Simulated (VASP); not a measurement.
SnSe: single point with HF

SnSe:

```xyz
2
Lattice="0.0000 2.9849 2.9849 2.9849 0.0000 2.9849 2.9849 2.9849 0.0000" Properties=species:S:1:pos:R:3 pbc="T T T"
Sn    0.0000    0.0000    0.0000
Se    2.9849    2.9849    2.9849
```

```yaml
Program: VASP 6.6.1
Task: single point
Functional: HF
Potentials_or_basis: VASP PAW PBE potentials, release 64 (Sn_d, Se)
Cutoff: 400 eV
k_mesh: 4 × 4 × 4
Occupations: gaussian, width 0.01 eV
Spin: no spin polarisation
```

The pressure is 5.5 GPa and the band gap on the k mesh is 1.95 eV.

Levels at points of the mesh, in eV from the valence-band top:
```
           k point  band 8  band 9  band 10  band 11  band 12  band 13
(0.00, 0.00, 0.00)   -5.82   -5.82    -5.82     8.60     8.60     8.60
(0.50, 0.00, 0.00)   -5.56   -5.56     0.00     1.95     4.03     4.03
(0.50, 0.50, 0.00)  -10.07   -7.84    -7.84     5.97    10.02    10.02
```

It took 16 min on 1 thread of AMD EPYC 7R43 64-Core Processor (Zen 3) (shared host), peak memory 0.12 GiB.

Caveat: the k points lie up to 0.46 Å⁻¹ apart; the PAW data sets were made with another functional, which shifts forces and pressure a little; spin-orbit coupling is left out, which moves the levels of the heavy elements. A k mesh can miss the band edges.
